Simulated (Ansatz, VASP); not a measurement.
Mo6CO in VASP and in Ansatz

```xyz
8
Lattice="4.4696 0.0000 0.0000 -2.2348 3.8708 0.0000 0.0000 0.0000 22.2596" Properties=species:S:1:pos:R:3 pbc="T T T"
Mo    2.2348    1.2903    4.0000
Mo    0.0000    2.5805    4.9123
Mo    0.0000    0.0000    5.8247
Mo    2.2348    1.2903    6.6566
Mo    0.0000    2.5805    7.4686
Mo    0.0000    0.0000    8.2596
C     0.0000    1.2903   10.3196
O     0.0000    2.4503   10.3196
```

Alike in both runs: task single point; functional PBE; k mesh 6 × 6 × 1; occupations gaussian, width 0.1 eV; no spin polarisation.

|  | VASP | Ansatz |
| --- | --- | --- |
| version | VASP 6.6.1 | Ansatz 0.2.0 |
| potentials or method | VASP PAW PBE potentials, release 64 (Mo_sv, C, O), cutoff 520 eV | scalar-relativistic, plane waves, PAW |
| valence electrons in the cell | 94 | 94 |

Ansatz gave:

| Item | Value |
| --- | --- |
| gap on the k mesh at the Fermi level (eV) | 0.03 |
| least direct gap on the mesh (eV) | 0.06 |
| rms of the force components (eV/Å) | 0.670 |

Task: Estimate VASP's values.

Result: gap on the k mesh at the Fermi level (eV): 0.03; least direct gap on the mesh (eV): 0.05; rms of the force components (eV/Å): 0.750.

Atom by atom the forces differ by 0.230 eV/Å (rms over components).

Noted on VASP's run: the standard files for N, O and F lose accuracy on very short bonds.
